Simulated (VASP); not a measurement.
# Rh (Fm-3m) in VASP: notebook

The runs below take Rh through single point, relaxation of cell and atoms, with PBE+D3(BJ).

Program: VASP 6.6.1. These are calculated values, not measurements. Logs are shortened: lines on timing, memory, paths and dates and some standing lists are left out, and cuts for length are marked.

**1. The cell of the first run**

Symmetry: Fm-3m, No. 225, cubic system. Conventional cell: a = 3.793 Å, b = 3.793 Å, c = 3.793 Å, α = 90.00°, β = 90.00°, γ = 90.00°. Rh (site symmetry m-3m) has 12 Rh at 2.68 Å within 3.5 Å.

**2. Single point, PBE+D3(BJ)**

The input, INCAR:

```
SYSTEM = Rh
PREC     = Accurate       ! precision mode
ENCUT    = 520            ! plane-wave cutoff, eV
EDIFF    = 1E-7           ! SCF threshold, eV
ISMEAR   = 0              ! smearing method
SIGMA    = 0.1            ! smearing width, eV
LREAL    = .FALSE.        ! projectors in reciprocal space
LASPH    = .TRUE.         ! aspherical terms in the spheres
NELM     = 60             ! most SCF steps
ALGO     = Normal         ! electronic algorithm
ISIF     = 2              ! what is computed and relaxed
LWAVE    = .FALSE.        ! write WAVECAR
LCHARG   = .FALSE.        ! write CHGCAR
GGA      = PE             ! functional
IVDW     = 12             ! dispersion correction
NBANDS   = 14             ! bands
```

The input, KPOINTS:

```
Automatic mesh
0
G
  18 18 18
  0 0 0
```

The input, POSCAR:

```
Rh
1.0
    0.0000000000      1.8967121534      1.8967121534
    1.8967121534      0.0000000000      1.8967121534
    1.8967121534      1.8967121534      0.0000000000
Rh
1
Direct
    0.0000000000      0.0000000000      0.0000000000
```

Potentials or basis: VASP PAW PBE potentials, release 64 (Rh_pv).

Run with:

```sh
> cat potpaw_PBE.64/Rh_pv/POTCAR > POTCAR
> mpirun -np 1 vasp_std > vasp.out
```

OUTCAR:

```text
SYSTEM = Rh
   PREC = Accurate
   ENCUT = 520
   EDIFF = 1E-7
   ISMEAR = 0
   LREAL = .FALSE.
   LASPH = .TRUE.
   NELM = 60
   ISIF = 2
   GGA = PE
   IVDW = 12
 IVDW          = 12

 ion  position               nearest neighbor table
   1  0.000  0.000  0.000-

  LATTYP: Found a face centered cubic cell.
 ALAT       =     3.7934243068

  Lattice vectors:

 A1 = (   0.0000000000,   1.8967121534,   1.8967121534)
 A2 = (   1.8967121534,   0.0000000000,   1.8967121534)
 A3 = (   1.8967121534,   1.8967121534,   0.0000000000)

Analysis of symmetry for initial positions (statically):
=====================================================================
 Subroutine PRICEL returns:
 Original cell was already a primitive cell.

 Routine SETGRP: Setting up the symmetry group for a
 face centered cubic supercell.

 Subroutine GETGRP returns: Found 48 space group operations
 (whereof 48 operations were pure point group operations)
 out of a pool of 48 trial point group operations.

The static configuration has the point symmetry O_h .

Analysis of symmetry for dynamics (positions and initial velocities):
=====================================================================
 Subroutine PRICEL returns:
 Original cell was already a primitive cell.

 Routine SETGRP: Setting up the symmetry group for a
 face centered cubic supercell.

 Subroutine GETGRP returns: Found 48 space group operations
 (whereof 48 operations were pure point group operations)
 out of a pool of 48 trial point group operations.

The dynamic configuration has the point symmetry O_h .

 Subroutine INISYM returns: Found 48 space group operations
 (whereof 48 operations are pure point group operations),
 and found     1 'primitive' translations

----------------------------------------------------------------------------------------

                                     Primitive cell

  volume of cell :      13.6469

  direct lattice vectors                    reciprocal lattice vectors
     0.000000000  1.896712153  1.896712153    -0.263614065  0.263614065  0.263614065
     1.896712153  0.000000000  1.896712153     0.263614065 -0.263614065  0.263614065
     1.896712153  1.896712153  0.000000000     0.263614065  0.263614065 -0.263614065

  length of vectors
     2.682356051  2.682356051  2.682356051     0.456592953  0.456592953  0.456592953

  position of ions in fractional coordinates (direct lattice)
     0.000000000  0.000000000  0.000000000

  ion indices of the primitive-cell ions
   primitive index   ion index
                 1           1

----------------------------------------------------------------------------------------

 KPOINTS: Automatic mesh

Automatic generation of k-mesh.
 Grid dimensions read from file:
 generate k-points for:   18   18   18

 Generating k-lattice:

  Cartesian coordinates                     Fractional coordinates (reciprocal lattice)
    -0.014645226  0.014645226  0.014645226     0.055555556  0.000000000  0.000000000
     0.014645226 -0.014645226  0.014645226     0.000000000  0.055555556  0.000000000
     0.014645226  0.014645226 -0.014645226     0.000000000  0.000000000  0.055555556

  Length of vectors
     0.025366275  0.025366275  0.025366275

  Shift w.r.t. Gamma in fractional coordinates (k-lattice)
     0.000000000  0.000000000  0.000000000

 Subroutine IBZKPT returns following result:
 ===========================================

 Found    195 irreducible k-points:

 Following reciprocal coordinates:
            Coordinates               Weight
  0.000000  0.000000  0.000000      1.000000
  0.055556  0.000000  0.000000      8.000000
  0.111111  0.000000  0.000000      8.000000
  0.166667  0.000000  0.000000      8.000000
  0.222222  0.000000  0.000000      8.000000
  0.277778  0.000000  0.000000      8.000000
[... 16 lines left out ...]
 -0.277778  0.055556  0.000000     24.000000
 -0.222222  0.055556  0.000000     24.000000
 [... further k-points ...]
   k-points           NKPTS =    195   k-points in BZ     NKDIM =    195   number of bands    NBANDS=     14
   number of dos      NEDOS =    301   number of ions     NIONS =      1
   total plane-waves  NPLWV =   8000
   dimension x,y,z NGX =    20 NGY =   20 NGZ =   20
   dimension x,y,z NGXF=    40 NGYF=   40 NGZF=   40
   ions per type =               1
   NGX,Y,Z   is equivalent  to a cutoff of  12.40, 12.40, 12.40 a.u.
   NGXF,Y,Z  is equivalent  to a cutoff of  24.79, 24.79, 24.79 a.u.
 SYSTEM =  Rh
   PREC   = accura    normal or accurate (medium, high low for compatibility)
   ISTART =      0    job   : 0-new  1-cont  2-samecut
   ICHARG =      2    charge: 1-file 2-atom 10-const
   ISPIN  =      1    spin polarized calculation?
   LNONCOLLINEAR =      F non collinear calculations
   LSORBIT =      F    spin-orbit coupling
   LASPH  =      T    aspherical Exc in radial PAW
   ENCUT  =  520.0 eV  38.22 Ry    6.18 a.u.   4.99  4.99  4.99*2*pi/ulx,y,z
   NELM   =     60;   NELMIN=  2; NELMDL= -5     # of ELM steps
   EDIFF  = 0.1E-06   stopping-criterion for ELM
   LREAL  =      F    real-space projection
   EDIFFG = 0.1E-05   stopping-criterion for IOM
   NSW    =      0    number of steps for IOM
   IBRION =     -1    ionic relax: 0-MD 1-quasi-New 2-CG
   NFREE  =      0    steps in history (QN), initial steepest desc. (CG)
   ISIF   =      2    stress and relaxation
   ISYM   =      2    0-nonsym 1-usesym 2-fastsym
   POTIM  = 0.5000    time-step for ionic-motion
   TEBEG  =    0.0;   TEEND  =   0.0 temperature during run
   PSTRESS=    0.0 pullay stress
   NELECT =      15.0000    total number of electrons
   NUPDOWN=      -1.0000    fix difference up-down
   EMIN   =  10.00;   EMAX   =-10.00  energy-range for DOS
   EFERMI =   0.00;   METHOD = LEGACY
   ISMEAR =     0;   SIGMA  =   0.10  broadening in eV -4-tet -1-fermi 0-gaus
   EFERMI_NEDOS =   21; number of points for ismear=-14 and -15
   IALGO  =     38    algorithm
   IMIX   =      4    mixing-type and parameters
     AMIX     =   0.40;   BMIX     =  1.00
     AMIX_MAG =   1.60;   BMIX_MAG =  1.00
  volume/ion in A,a.u.               =      13.65        92.09
  Fermi-wavevector in a.u.,A,eV,Ry     =   1.689509  3.192709 38.837020  2.854440
  Thomas-Fermi vector in A             =   2.771623
   LORBIT       =      0    0 simple, 1 ext, 2 COOP (PROOUT), +10 PAW based schemes
   GGA     = PE    functional components
   LHFCALC =     F    Hartree Fock is set to
   AEXX    =    0.0000 exact exchange contribution
   IVDW    =    12    specifies the selected vdW correction
   LEPSILON=     F    determine dielectric tensor
   LRPA    =     F    only Hartree local field effects (RPA)
 non-spin polarized calculation
 Gauss-broadening in eV      SIGMA  =   0.10
  energy-cutoff  :      520.00
  volume of cell :       13.65
 maximum number of plane-waves:       378
   NGX =  9   NGY =  9   NGZ =  9

 number of electron      15.0000007 magnetization

 Free energy of the ion-electron system (eV)
  ---------------------------------------------------
  ext. energy  EPLUGINS =         0.00000000
  ---------------------------------------------------
  free energy    TOTEN  =        -7.25173591 eV

  energy without entropy =       -7.24492986  energy(sigma->0) =       -7.24833289

 E-fermi :  12.0443     XC(G=0): -14.0806

 val. band max:       12.0434563579   @ k =   0.5000   0.3889   0.0556
 cond. band min:      12.0521788591   @ k =  -0.4444   0.3333   0.1667
 fundamental gap:      0.0087225012
 Fermi energy:        12.0442963874

 k-point     1 :       0.0000    0.0000    0.0000
  band No.  band energies     occupation
      1     -34.3577      2.00000
      2     -34.3577      2.00000
      3     -34.3577      2.00000
      4       4.0270      2.00000
      5       8.9242      2.00000
      6       8.9242      2.00000
      7       8.9242      2.00000
      8      11.0338      2.00000
      9      11.0338      2.00000
     10      28.0321      0.00000
     11      32.5380      0.00000
     12      33.5350      0.00000
     13      33.5350      0.00000
     14      33.5350      0.00000

 k-point     2 :       0.0556    0.0000    0.0000
  band No.  band energies     occupation
      1     -34.3812      2.00000
      2     -34.3609      2.00000
      3     -34.3609      2.00000
      4       4.1526      2.00000
      5       8.8680      2.00000
      6       8.9736      2.00000
      7       8.9736      2.00000
      8      11.0058      2.00000
      9      11.0058      2.00000
     10      28.2160      0.00000
     11      32.5359      0.00000
     12      32.8337      0.00000
     13      33.7194      0.00000
     14      33.7194      0.00000

 k-point     3 :       0.1111    0.0000    0.0000
  band No.  band energies     occupation
      1     -34.4485      2.00000
      2     -34.3700      2.00000
      3     -34.3700      2.00000
      4       4.5129      2.00000
      5       8.7274      2.00000
      6       9.1028      2.00000
      7       9.1028      2.00000
      8      10.9454      2.00000
      9      10.9454      2.00000
     10      28.7080      0.00000
     11      31.3716      0.00000
     12      32.5392      0.00000
     13      34.2547      0.00000
     14      34.2547      0.00000
[... 324 lines left out ...]
 k-point    23 :      -0.2778    0.0556    0.0000
  band No.  band energies     occupation
      1     -34.8459      2.00000
      2     -34.4503      2.00000
      3     -34.4174      2.00000
      4       6.1145      2.00000
      5       9.0659      2.00000
      6       9.2658      2.00000
      7       9.2842      2.00000
      8      11.2151      2.00000
      9      11.9852      1.59659
     10      25.8115      0.00000
     11      29.3233      0.00000
     12      32.5380      0.00000
     13      34.7902      0.00000
     14      37.2240      0.00000

 k-point    24 :      -0.2222    0.0556    0.0000
  band No.  band energies     occupation
      1     -34.7205      2.00000
      2     -34.4317      2.00000
      3     -34.3990      2.00000
      4       5.8638      2.00000
      5       8.5831      2.00000
      6       9.3193      2.00000
      7       9.3718      2.00000
      8      10.8384      2.00000
      9      11.5287      2.00000
     10      27.5613      0.00000
     11      29.7721      0.00000
     12      32.5380      0.00000
     13      35.0403      0.00000
     14      36.8805      0.00000

 [... further k-points ...]

------------------------ aborting loop because EDIFF is reached ----------------------------------------

 Edisp (eV)   -0.65235

 E8    (eV) :    -0.2928

  FORCE on cell =-STRESS in cart. coord.  units (eV):
  Direction    XX          YY          ZZ          XY          YZ          ZX
  --------------------------------------------------------------------------------------
  -------------------------------------------------------------------------------------
  Total       0.00325     0.00325     0.00325     0.00000    -0.00000    -0.00000
  in kB       0.38211     0.38211     0.38211     0.00000    -0.00000    -0.00000
  external pressure =        0.38 kB  Pullay stress =        0.00 kB

 VOLUME and BASIS-vectors are now :
 -----------------------------------------------------------------------------
  energy-cutoff  :      520.00
  volume of cell :       13.65
      direct lattice vectors                 reciprocal lattice vectors
     0.000000000  1.896712153  1.896712153    -0.263614065  0.263614065  0.263614065
     1.896712153  0.000000000  1.896712153     0.263614065 -0.263614065  0.263614065
     1.896712153  1.896712153  0.000000000     0.263614065  0.263614065 -0.263614065

 POSITION                                       TOTAL-FORCE (eV/Angst)
 -----------------------------------------------------------------------------------
      0.00000      0.00000      0.00000         0.000000     -0.000000      0.000000
 -----------------------------------------------------------------------------------
    total drift:                                0.000000     -0.000000      0.000000

  FREE ENERGIE OF THE ION-ELECTRON SYSTEM (eV)
  ---------------------------------------------------
  free  energy   TOTEN  =        -7.9040830919 eV

  energy  without entropy=       -7.8972770439  energy(sigma->0) =       -7.90068007
```

Run time: 19 s. Hardware: 1 thread of Intel Xeon Platinum 8375C at 2.90GHz (Ice Lake), shared host; peak memory 0.16 GiB.

What came out:

* Free energy: -7.9041 eV
* Pressure: 0.0 GPa
* Dispersion energy per atom: -0.652 eV

Levels at points of the mesh, in eV from the Fermi level:
```
           k point  band 3  band 4  band 5  band 6  band 7  band 8  band 9  band 10  band 11  band 12
(0.00, 0.00, 0.00)  -46.40   -8.02   -3.12   -3.12   -3.12   -1.01   -1.01    15.99    20.49    21.49
(0.50, 0.00, 0.00)  -46.51   -6.19   -3.20   -3.20    0.57    0.57    0.72     8.71    15.50    20.49
(0.50, 0.50, 0.00)  -46.68   -6.39   -6.02    0.54    0.99    0.99    3.27    12.36    13.36    13.36
```

Caveat: pairwise dispersion overbinds metals, which lowers pressure and volume.

**3. Relaxation of cell and atoms, PBE+D3(BJ)**

This run uses another cell than the first one, of 14.05 Å³/atom, 1.029 times its volume.

The input, INCAR:

```
SYSTEM = Rh
  PREC = Accurate
  ENCUT = 600
  EDIFF = 1E-7
  ISMEAR = 0
  SIGMA = 0.1
  LREAL = .False.
  LASPH = .True.
  NELM = 100
  ALGO = Normal
  ISIF = 3
  LWAVE = .False.
  LCHARG = .False.
  GGA = PE
  IVDW = 12
  IBRION = 2
  NSW = 70
  EDIFFG = -0.005
```

The input, KPOINTS:

```
Automatic mesh
0
Gamma
  18 18 18
  0 0 0
```

The input, POSCAR:

```
Rh
1.0
    0.0000000000      1.9149890306      1.9149890306
    1.9149890306      0.0000000000      1.9149890306
    1.9149890306      1.9149890306      0.0000000000
Rh
1
Direct
    0.0000000000      0.0000000000      0.0000000000
```

Potentials or basis: VASP PAW PBE potentials, release 64 (Rh_pv).

Run with:

```sh
> cat potpaw_PBE.64/Rh_pv/POTCAR > POTCAR
> mpirun -np 1 vasp_std > vasp.out
```

It took 49 s on 1 thread of Intel Xeon Platinum 8375C at 2.90GHz (Ice Lake), shared host; peak memory 0.18 GiB.

The run converged. Its results:

```yaml
Free_energy: -7.9049 eV
Relaxed_volume: 13.64 Å³/atom
Relaxed_cell: a = 2.682 Å, b = 2.682 Å, c = 2.682 Å, α = 60.00°, β = 60.00°, γ = 60.00°
Space_group_after_relaxing_to_0.05_Å: Fm-3m (No. 225)
Energy_gained_by_relaxing: 9.9 meV/atom
Ionic_steps: 4
Pressure_after_relaxing: 0.0 GPa
Dispersion_energy_per_atom: -0.653 eV
```

Step by step:
```csv
step,energy change (eV),largest force (eV/Å),pressure (GPa),volume (Å³)
1,0.0000,0.0000,-7.63,14.05
2,0.0524,0.0000,23.46,12.73
3,-0.0099,0.0000,-0.25,13.65
4,-0.0099,0.0000,0.03,13.64
```

Final structure:
```xyz
1
Lattice="0.0000 1.8965 1.8965 1.8965 0.0000 1.8965 1.8965 1.8965 0.0000" Properties=species:S:1:pos:R:3 pbc="T T T"
Rh    0.0000    1.8965    1.8965
```

Levels at points of the mesh, in eV from the Fermi level:
```csv
k point,band 4,band 5,band 6,band 7,band 8,band 9,band 10,band 11
"(0.00, 0.00, 0.00)",-8.02,-3.12,-3.12,-3.12,-1.01,-1.01,15.99,20.49
"(0.50, 0.00, 0.00)",-6.19,-3.20,-3.20,0.57,0.57,0.72,8.72,15.50
"(0.50, 0.50, 0.00)",-6.40,-6.02,0.54,0.99,0.99,3.27,12.37,13.37
```

Caveat: pairwise dispersion overbinds metals, which lowers pressure and volume.
